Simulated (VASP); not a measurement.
Crystal: Ge.

```
CELL_PARAMETERS angstrom
4.77273 0.00000 0.00000
-2.38636 4.13331 0.00000
0.00000 0.00000 2.92568
ATOMIC_POSITIONS crystal
Ge 0.00000 0.00000 0.00000
Ge 0.33333 0.66667 0.50000
Ge 0.66667 0.33333 0.50000
```

This isn't the form of Ge at room conditions, which is diamond.

- Program: VASP 6.6.1
- Task: relaxation of cell and atoms
- Functional: PBEsol
- Potentials or basis: VASP PAW PBE potentials, release 64 (Ge_d)
- Cutoff: 600 eV
- k mesh: 8 × 8 × 11
- Occupations: fermi-dirac, width 0.1 eV
- Spin: no spin polarisation

At the start: pressure -2.5 GPa; volume 19.24 Å³/atom.

Q: How do energy, volume and symmetry change on relaxing?

A: Over 8 steps the energy falls by 26.5 meV/atom and the volume is 18.43 Å³/atom (-4.2 %); space group P6/mmm (No. 191, to 0.1 Å) before and after.

Step by step:
```tsv
step	energy change (eV)	largest force (eV/Å)	pressure (GPa)	volume (Å³)
1	0.0000	0.0000	-2.51	57.72
2	-0.0420	0.0000	0.15	55.23
3	-0.0447	0.0000	2.45	53.61
4	-0.0465	0.0000	1.74	54.19
5	-0.0724	0.0000	1.73	54.03
6	-0.0729	0.0000	1.69	54.00
7	-0.0794	0.0000	-0.18	55.46
8	-0.0796	0.0000	0.00	55.29
```

Final structure:
```xyz
3
Lattice="4.8316 0.0000 0.0000 -2.4158 4.1843 0.0000 0.0000 0.0000 2.7351" Properties=species:S:1:pos:R:3 pbc="T T T"
Ge    0.0000    0.0000    0.0000
Ge    0.0000    2.7895    1.3675
Ge    2.4158    1.3948    1.3675
```

Caveat: the PAW data sets were made with another functional, which shifts forces and pressure a little.
